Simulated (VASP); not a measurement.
# ZnSnN2 (R-3m) in VASP: notebook

Aim: see how the results for ZnSnN2 move with the level of theory and the settings. Levels: PBE, r2SCAN. Tasks: single point.

All numbers are computed with VASP 6.6.1; they aren't measurements. Logs are shortened: lines on timing, memory, paths and dates and some standing lists are left out, and cuts for length are marked.

### 1 The cell of the first run

The structure is trigonal, space group R-3m (No. 166). Conventional cell: a = 3.167 Å, b = 3.167 Å, c = 15.449 Å, α = 90.00°, β = 90.00°, γ = 120.00°. Zn (site symmetry -3m) has 6 N at 2.27 Å within 3.0 Å. Sn (site symmetry -3m) has 6 N at 2.21 Å within 2.9 Å. N (site symmetry 3m) has 3 Sn at 2.21 Å and 3 Zn at 2.27 Å within 2.9 Å.

### 2 Single point, PBE

INCAR

```
PREC = Accurate
ENCUT = 520
EDIFF = 1E-6
ISMEAR = -1
SIGMA = 0.02
LREAL = F
LASPH = T
NELM = 100
ALGO = Normal
ISIF = 2
LWAVE = F
LCHARG = T
GGA = PE
LELF = T
LVHAR = T
NBANDS = 26
```

KPOINTS

```
Automatic mesh
0
Gamma
  10 10 10
```

POSCAR

```
ZnSnN2
1.0
    1.5836871714      0.9143422147      5.1498174722
   -1.5836871714      0.9143422147      5.1498174722
    0.0000000000     -1.8286844295      5.1498174722
Zn Sn N
1 1 2
Direct
    1.0000000000      0.0000000000      0.0000000000
    0.5000000000      0.5000000000      0.5000000000
    0.2464698152      0.2464698152      0.2464698152
    0.7535301848      0.7535301848      0.7535301848
```

Potentials or basis: VASP PAW PBE potentials, release 64 (Zn, Sn_d, N).

Launch:

```sh
cat potpaw_PBE.64/Zn/POTCAR potpaw_PBE.64/Sn_d/POTCAR potpaw_PBE.64/N/POTCAR > POTCAR
mpirun -np 1 vasp_std > vasp.out
```

OUTCAR:

```text
PREC = Accurate
   ENCUT = 520
   EDIFF = 1E-6
   ISMEAR = -1
   LREAL = F
   LASPH = T
   NELM = 100
   ISIF = 2
   GGA = PE

 ion  position               nearest neighbor table
   1  0.000  0.000  0.000-   4 2.27   4 2.27   3 2.27   3 2.27   4 2.27   3 2.27   2 3.16   2 3.16
                             2 3.16   2 3.16   2 3.16   2 3.16
   2  0.500  0.500  0.500-   3 2.21   3 2.21   4 2.21   4 2.21   3 2.21   4 2.21   1 3.16   1 3.16
                             1 3.16   1 3.16   1 3.16   1 3.16
   3  0.246  0.246  0.246-   2 2.21   2 2.21   2 2.21   1 2.27   1 2.27   1 2.27
   4  0.754  0.754  0.754-   2 2.21   2 2.21   2 2.21   1 2.27   1 2.27   1 2.27

  LATTYP: Found a trigonal (rhomboedric) cell.
 ALAT       =     5.4648610906
 COS(alpha) =     0.8320381929

  Lattice vectors:

 A1 = (   1.5836871714,   0.9143422147,   5.1498174722)
 A2 = (  -1.5836871714,   0.9143422147,   5.1498174722)
 A3 = (   0.0000000000,  -1.8286844295,   5.1498174722)

Analysis of symmetry for initial positions (statically):
=====================================================================
 Subroutine PRICEL returns:
 Original cell was already a primitive cell.

 Routine SETGRP: Setting up the symmetry group for a
 trigonal (rhombohedral) supercell.

 Subroutine GETGRP returns: Found 12 space group operations
 (whereof 12 operations were pure point group operations)
 out of a pool of 12 trial point group operations.

The static configuration has the point symmetry D_3d.

Analysis of symmetry for dynamics (positions and initial velocities):
=====================================================================
 Subroutine PRICEL returns:
 Original cell was already a primitive cell.

 Routine SETGRP: Setting up the symmetry group for a
 trigonal (rhombohedral) supercell.

 Subroutine GETGRP returns: Found 12 space group operations
 (whereof 12 operations were pure point group operations)
 out of a pool of 12 trial point group operations.

The dynamic configuration has the point symmetry D_3d.

 Subroutine INISYM returns: Found 12 space group operations
 (whereof 12 operations are pure point group operations),
 and found     1 'primitive' translations

----------------------------------------------------------------------------------------

                                     Primitive cell

  volume of cell :      44.7426

  direct lattice vectors                    reciprocal lattice vectors
     1.583687171  0.914342215  5.149817472     0.315718918  0.182280402  0.064727213
    -1.583687171  0.914342215  5.149817472    -0.315718918  0.182280402  0.064727213
     0.000000000 -1.828684429  5.149817472     0.000000000 -0.364560804  0.064727213

  length of vectors
     5.464861091  5.464861091  5.464861091     0.370262329  0.370262329  0.370262329

  position of ions in fractional coordinates (direct lattice)
     0.000000000  0.000000000  0.000000000
     0.500000000  0.500000000  0.500000000
     0.246469815  0.246469815  0.246469815
     0.753530185  0.753530185  0.753530185

  ion indices of the primitive-cell ions
   primitive index   ion index
                 1           1
                 2           2
                 3           3
                 4           4

----------------------------------------------------------------------------------------

 KPOINTS: Automatic mesh

Automatic generation of k-mesh.
 Grid dimensions read from file:
 generate k-points for:   10   10   10

 Generating k-lattice:

  Cartesian coordinates                     Fractional coordinates (reciprocal lattice)
     0.031571892  0.018228040  0.006472721     0.100000000 -0.000000000  0.000000000
    -0.031571892  0.018228040  0.006472721    -0.000000000  0.100000000  0.000000000
     0.000000000 -0.036456080  0.006472721    -0.000000000 -0.000000000  0.100000000

  Length of vectors
     0.037026233  0.037026233  0.037026233

  Shift w.r.t. Gamma in fractional coordinates (k-lattice)
     0.000000000  0.000000000  0.000000000

 Subroutine IBZKPT returns following result:
 ===========================================

 Found    116 irreducible k-points:

 Following reciprocal coordinates:
            Coordinates               Weight
  0.000000  0.000000  0.000000      1.000000
  0.100000  0.000000 -0.000000      6.000000
  0.200000  0.000000 -0.000000      6.000000
  0.300000  0.000000  0.000000      6.000000
  0.400000  0.000000  0.000000      6.000000
  0.500000  0.000000 -0.000000      3.000000
[... 16 lines left out ...]
  0.300000  0.300000  0.000000      6.000000
  0.400000  0.300000  0.000000     12.000000
 [... further k-points ...]
   k-points           NKPTS =    116   k-points in BZ     NKDIM =    116   number of bands    NBANDS=     26
   number of dos      NEDOS =    301   number of ions     NIONS =      4
   total plane-waves  NPLWV =  74088
   dimension x,y,z NGX =    42 NGY =   42 NGZ =   42
   dimension x,y,z NGXF=    84 NGYF=   84 NGZF=   84
   ions per type =               1   1   2
   NGX,Y,Z   is equivalent  to a cutoff of  12.78, 12.78, 12.78 a.u.
   NGXF,Y,Z  is equivalent  to a cutoff of  25.55, 25.55, 25.55 a.u.
 SYSTEM =  unknown system
   PREC   = accura    normal or accurate (medium, high low for compatibility)
   ISTART =      0    job   : 0-new  1-cont  2-samecut
   ICHARG =      2    charge: 1-file 2-atom 10-const
   ISPIN  =      1    spin polarized calculation?
   LNONCOLLINEAR =      F non collinear calculations
   LSORBIT =      F    spin-orbit coupling
   LASPH  =      T    aspherical Exc in radial PAW
   ENCUT  =  520.0 eV  38.22 Ry    6.18 a.u.  10.16 10.16 10.16*2*pi/ulx,y,z
   NELM   =    100;   NELMIN=  2; NELMDL= -5     # of ELM steps
   EDIFF  = 0.1E-05   stopping-criterion for ELM
   LREAL  =      F    real-space projection
   EDIFFG = 0.1E-04   stopping-criterion for IOM
   NSW    =      0    number of steps for IOM
   IBRION =     -1    ionic relax: 0-MD 1-quasi-New 2-CG
   NFREE  =      0    steps in history (QN), initial steepest desc. (CG)
   ISIF   =      2    stress and relaxation
   ISYM   =      2    0-nonsym 1-usesym 2-fastsym
   POTIM  = 0.5000    time-step for ionic-motion
   TEBEG  =    0.0;   TEEND  =   0.0 temperature during run
   PSTRESS=    0.0 pullay stress
   NELECT =      36.0000    total number of electrons
   NUPDOWN=      -1.0000    fix difference up-down
   EMIN   =  10.00;   EMAX   =-10.00  energy-range for DOS
   EFERMI =   0.00;   METHOD = LEGACY
   ISMEAR =    -1;   SIGMA  =   0.02  broadening in eV -4-tet -1-fermi 0-gaus
   EFERMI_NEDOS =   21; number of points for ismear=-14 and -15
   IALGO  =     38    algorithm
   IMIX   =      4    mixing-type and parameters
     AMIX     =   0.40;   BMIX     =  1.00
     AMIX_MAG =   1.60;   BMIX_MAG =  1.00
  volume/ion in A,a.u.               =      11.19        75.48
  Fermi-wavevector in a.u.,A,eV,Ry     =   1.522656  2.877403 31.544870  2.318483
  Thomas-Fermi vector in A             =   2.631206
   LORBIT       =      0    0 simple, 1 ext, 2 COOP (PROOUT), +10 PAW based schemes
   GGA     = PE    functional components
   LHFCALC =     F    Hartree Fock is set to
   AEXX    =    0.0000 exact exchange contribution
   IVDW    =     0    specifies the selected vdW correction
   LEPSILON=     F    determine dielectric tensor
   LRPA    =     F    only Hartree local field effects (RPA)
 non-spin polarized calculation
  energy-cutoff  :      520.00
  volume of cell :       44.74
 maximum number of plane-waves:      1226
 NGX is ok and might be reduce to    42
   NGX = 21   NGY = 21   NGZ = 21

 number of electron      35.9999994 magnetization

 Free energy of the ion-electron system (eV)
  ---------------------------------------------------
  ext. energy  EPLUGINS =         0.00000000
  ---------------------------------------------------
  free energy    TOTEN  =       -20.30723513 eV

  energy without entropy =      -20.30723513  energy(sigma->0) =      -20.30723513

 E-fermi :   8.0129     XC(G=0): -12.3423

 val. band max:        7.6237042038   @ k =  -0.2000   0.2000   0.0000
 cond. band min:       8.3582853384   @ k =   0.0000   0.0000   0.0000
 fundamental gap:      0.7345811346
 Fermi energy:         8.0128756065

 k-point     1 :       0.0000    0.0000    0.0000
  band No.  band energies     occupation
      1     -13.4259      2.00000
      2     -13.4257      2.00000
      3     -13.4257      2.00000
      4     -13.2341      2.00000
      5     -13.2341      2.00000
      6      -9.0419      2.00000
[... 18 lines left out ...]
     25      21.4813      0.00000
     26      21.4845      0.00000

 k-point     2 :       0.1000    0.0000   -0.0000
  band No.  band energies     occupation
      1     -13.4497      2.00000
      2     -13.4033      2.00000
      3     -13.3999      2.00000
      4     -13.2611      2.00000
      5     -13.2382      2.00000
      6      -8.8869      2.00000
[... 18 lines left out ...]
     25      20.7688      0.00000
     26      20.8417      0.00000

 k-point     3 :       0.2000    0.0000   -0.0000
  band No.  band energies     occupation
      1     -13.5219      2.00000
      2     -13.3546      2.00000
      3     -13.3353      2.00000
      4     -13.3106      2.00000
      5     -13.2454      2.00000
      6      -8.4274      2.00000
[... 18 lines left out ...]
     25      18.3348      0.00000
     26      19.9597      0.00000

 k-point     4 :       0.3000    0.0000    0.0000
  band No.  band energies     occupation
      1     -13.6228      2.00000
      2     -13.3848      2.00000
      3     -13.2918      2.00000
      4     -13.2672      2.00000
      5     -13.2164      2.00000
      6      -7.7038      2.00000
[... 18 lines left out ...]
     25      17.6965      0.00000
     26      19.6328      0.00000

 k-point     5 :       0.4000    0.0000    0.0000
  band No.  band energies     occupation
      1     -13.7075      2.00000
      2     -13.4214      2.00000
      3     -13.2958      2.00000
      4     -13.2147      2.00000
      5     -13.1523      2.00000
      6      -6.8631      2.00000
[... 18 lines left out ...]
     25      17.8423      0.00000
     26      19.6599      0.00000

 k-point     6 :       0.5000    0.0000   -0.0000
  band No.  band energies     occupation
      1     -13.7399      2.00000
      2     -13.4347      2.00000
      3     -13.2996      2.00000
      4     -13.1948      2.00000
      5     -13.1252      2.00000
      6      -6.3765      2.00000
[... 427 lines left out ...]
 k-point    21 :      -0.3000    0.2000    0.0000
  band No.  band energies     occupation
      1     -13.6261      2.00000
      2     -13.3867      2.00000
      3     -13.3660      2.00000
      4     -13.2619      2.00000
      5     -13.1722      2.00000
      6      -6.5068      2.00000
[... 18 lines left out ...]
     25      17.2487      0.00000
     26      17.9583      0.00000

 k-point    22 :      -0.2000    0.2000    0.0000
  band No.  band energies     occupation
      1     -13.5957      2.00000
      2     -13.3672      2.00000
      3     -13.3593      2.00000
      4     -13.2935      2.00000
      5     -13.1820      2.00000
      6      -7.3178      2.00000
[... 18 lines left out ...]
     25      17.3343      0.00000
     26      18.2904      0.00000

 k-point    23 :       0.3000    0.3000    0.0000
  band No.  band energies     occupation
      1     -13.6235      2.00000
      2     -13.3846      2.00000
      3     -13.2916      2.00000
      4     -13.2671      2.00000
      5     -13.2164      2.00000
      6      -7.6512      2.00000
[... 18 lines left out ...]
     25      17.8735      0.00000
     26      19.6608      0.00000

 k-point    24 :       0.4000    0.3000    0.0000
  band No.  band energies     occupation
      1     -13.6499      2.00000
      2     -13.3952      2.00000
      3     -13.3178      2.00000
      4     -13.2561      2.00000
      5     -13.1761      2.00000
      6      -7.1179      2.00000
[... 18 lines left out ...]
     25      17.5495      0.00000
     26      19.2783      0.00000

 [... further k-points ...]
[... 5 lines left out ...]
  --------------------------------------------------------------------------------------
  -------------------------------------------------------------------------------------
  Total        1.9459716      1.9459716      1.9018959      0.0000000     -0.0000000      0.0000000
  in kB       69.6828357     69.6828357     68.1045388      0.0000000     -0.0000000      0.0000000
  external PRESSURE =      69.1567367 kB  Pullay stress =       0.0000000 kB

 VOLUME and BASIS-vectors are now :
 -----------------------------------------------------------------------------
  energy-cutoff  :      520.00
  volume of cell :       44.74
      direct lattice vectors                 reciprocal lattice vectors
     1.583687171  0.914342215  5.149817472     0.315718918  0.182280402  0.064727213
    -1.583687171  0.914342215  5.149817472    -0.315718918  0.182280402  0.064727213
     0.000000000 -1.828684429  5.149817472     0.000000000 -0.364560804  0.064727213

 POSITION                                       TOTAL-FORCE (eV/Angst)
 -----------------------------------------------------------------------------------
      0.00000      0.00000      0.00000        -0.000000      0.000000      0.000000
      0.00000     -0.00000      7.72473         0.000000     -0.000000      0.000000
      0.00000     -0.00000      3.80782        -0.000000     -0.000000      0.186843
      0.00000     -0.00000     11.64163        -0.000000      0.000000     -0.186843
 -----------------------------------------------------------------------------------
    total drift:                                0.000000      0.000000      0.000000

  FREE ENERGIE OF THE ION-ELECTRON SYSTEM (eV)
  ---------------------------------------------------
  free  energy   TOTEN  =       -20.3072351309 eV

  energy  without entropy=      -20.3072351309  energy(sigma->0) =      -20.30723513
```

It took 2.8 min on 1 thread of Intel Xeon 6975P-C (Granite Rapids), shared host; peak memory 0.34 GiB.

Results:

```
Free energy            : -20.3072 eV
Pressure               : 6.9 GPa
Largest force          : 0.187 eV/Å
Band gap on the k mesh : 0.73 eV, indirect (least direct gap 0.84 eV)
```

Forces in eV/Å, atoms in the order of the input:
```
Zn   0.000  0.000  0.000
Sn   0.000  0.000  0.000
N    0.000  0.000  0.187
N    0.000  0.000 -0.187
```

Stress tensor (GPa, compression positive):
```
6.97 0.00 0.00
0.00 6.97 0.00
0.00 0.00 6.81
```

Caveat: spin-orbit coupling is left out, which moves the levels of the heavy elements. PBE gaps usually lie below the measured ones, often by a third to a half.

### 3 Single point, PBE (strain -2.0%)

INCAR

```
SYSTEM = ZnSnN2
  PREC = Accurate
  ENCUT = 520
  EDIFF = 1E-6
  ISMEAR = -1
  SIGMA = 0.02
  LREAL = .False.
  LASPH = .True.
  NELM = 100
  ALGO = Normal
  ISIF = 2
  LWAVE = .False.
  LCHARG = .True.
  GGA = PE
  LELF = .True.
  LVHAR = .True.
  NBANDS = 26
```

KPOINTS

```
Automatic mesh
0
Gamma
  10 10 10
  0 0 0
```

POSCAR

```
ZnSnN2
1.0
    1.5520134280      0.8960553704      5.0468211227
   -1.5520134280      0.8960553704      5.0468211227
    0.0000000000     -1.7921107409      5.0468211227
Zn Sn N
1 1 2
Direct
    1.0000000000      0.0000000000      0.0000000000
    0.5000000000      0.5000000000      0.5000000000
    0.2475824754      0.2475824754      0.2475824754
    0.7524175246      0.7524175246      0.7524175246
```

Potentials or basis: VASP PAW PBE potentials, release 64 (Zn, Sn_d, N).

Launch:

```sh
cat potpaw_PBE.64/Zn/POTCAR potpaw_PBE.64/Sn_d/POTCAR potpaw_PBE.64/N/POTCAR > POTCAR
mpirun -np 1 vasp_std > vasp.out
```

Wall time 2 min (1 thread of Intel Xeon 6975P-C (Granite Rapids), shared host); peak memory 0.32 GiB.

Results (log left out):

| Quantity | Value |
| --- | --- |
| Free energy | -20.0927 eV |
| Pressure | 20.5 GPa |
| Largest force | 0.205 eV/Å |
| Band gap on the k mesh | 1.02 eV, indirect (least direct gap 1.04 eV) |

Forces on the atoms (eV/Å):
```
Zn   0.000  0.000  0.000
Sn   0.000  0.000  0.000
N    0.000  0.000  0.205
N    0.000  0.000 -0.205
```

Stress tensor (GPa, compression positive):
```
21.04  0.00  0.00
 0.00 21.04  0.00
 0.00  0.00 19.32
```

Levels at points of the mesh, in eV from the valence-band top:
| k point | band 15 | band 16 | band 17 | band 18 | band 19 | band 20 | band 21 | band 22 |
| --- | --- | --- | --- | --- | --- | --- | --- | --- |
| (0.00, 0.00, 0.00) | -1.13 | -0.96 | -0.16 | -0.16 | 1.22 | 3.59 | 8.62 | 8.62 |
| (0.50, 0.00, 0.00) | -2.93 | -2.64 | -2.17 | -1.52 | 3.39 | 4.56 | 7.19 | 8.12 |
| (0.50, 0.50, 0.00) | -3.40 | -3.12 | -0.10 | -0.03 | 1.02 | 3.76 | 7.78 | 8.88 |
| (0.50, 0.50, 0.50) | -0.67 | -0.67 | -0.67 | -0.67 | 3.55 | 4.13 | 8.24 | 9.89 |

Caveat: the cell differs from its parent crystal (strain -2.0%); spin-orbit coupling is left out, which moves the levels of the heavy elements.

### 4 Single point, r2SCAN (strain -2.0%)

POSCAR is that of step 3.

INCAR.step1

```
PREC = Accurate
ENCUT = 520
ISMEAR = 0
SIGMA = 0.01
LREAL = F
LASPH = T
NELM = 100
NBANDS = 26
GGA = PE
ALGO = Normal
EDIFF = 1E-4
LWAVE = T
LCHARG = F
```

INCAR.step2

```
PREC = Accurate
ENCUT = 520
EDIFF = 1E-6
ISMEAR = 0
SIGMA = 0.01
LREAL = F
LASPH = T
NELM = 100
ALGO = Normal
ISIF = 2
LWAVE = F
LCHARG = F
METAGGA = R2SCAN
LMIXTAU = T
NBANDS = 26
ISTART = 1
```

KPOINTS

```
regular mesh
0
Gamma
  10 10 10
```

Launch:

```sh
cat potpaw_PBE.64/Zn/POTCAR potpaw_PBE.64/Sn_d/POTCAR potpaw_PBE.64/N/POTCAR > POTCAR
cp INCAR.step1 INCAR
mpirun -np 1 vasp_std > vasp.out
cp INCAR.step2 INCAR
mpirun -np 1 vasp_std > vasp.out
```

It took 7.1 min on 1 thread of Intel Xeon 6975P-C (Granite Rapids), shared host; peak memory 0.34 GiB.

It converged, with:

```
Free energy            : -51.2351 eV
Pressure               : 14.5 GPa
Largest force          : 0.017 eV/Å
Band gap on the k mesh : 1.55 eV, indirect (least direct gap 1.56 eV)
```

Forces on the atoms (eV/Å):
```
Zn   0.000  0.000  0.000
Sn   0.000  0.000  0.000
N    0.000  0.000  0.017
N    0.000  0.000 -0.017
```

Stress tensor (GPa, compression positive):
```
15.02  0.00  0.00
 0.00 15.02  0.00
 0.00  0.00 13.34
```

Levels at points of the mesh, in eV from the valence-band top:
| k point | band 15 | band 16 | band 17 | band 18 | band 19 | band 20 | band 21 | band 22 |
| --- | --- | --- | --- | --- | --- | --- | --- | --- |
| (0.00, 0.00, 0.00) | -1.16 | -0.98 | -0.17 | -0.17 | 1.74 | 4.21 | 9.34 | 9.34 |
| (0.50, 0.00, 0.00) | -2.95 | -2.68 | -2.22 | -1.54 | 3.95 | 5.20 | 7.92 | 8.87 |
| (0.50, 0.50, 0.00) | -3.48 | -3.19 | -0.10 | -0.01 | 1.55 | 4.39 | 8.39 | 9.61 |
| (0.50, 0.50, 0.50) | -0.69 | -0.69 | -0.68 | -0.68 | 4.11 | 4.74 | 9.01 | 10.65 |

Caveat: the cell differs from its parent crystal (strain -2.0%); the PAW data sets were made with another functional, which shifts forces and pressure a little; spin-orbit coupling is left out, which moves the levels of the heavy elements. A k mesh can miss the band edges.

### 5 Summary

```csv
level,cell,smearing,gap on the mesh (eV),pressure (GPa),largest force (eV/Å)
PBE,"a = 5.465 Å, angles 33.7°, 4 atoms",fermi-dirac 0.02 eV,0.73,6.9,0.19
PBE,"a = 5.356 Å, angles 33.7°, 4 atoms",fermi-dirac 0.02 eV,1.02,20.5,0.20
r2SCAN,"a = 5.356 Å, angles 33.7°, 4 atoms",gaussian 0.01 eV,1.55,14.5,0.02
```

Alike in all rows: task single point; potentials or basis VASP PAW PBE potentials, release 64 (Zn, Sn_d, N); no spin polarisation; k mesh 10 × 10 × 10; cutoff (eV) 520.

Caveats: spin-orbit coupling is left out, which moves the levels of the heavy elements; the PAW data sets were made with another functional, which shifts forces and pressure a little (some runs).

Total energies depend on the potentials used, so only differences within one code and one set of settings carry meaning.
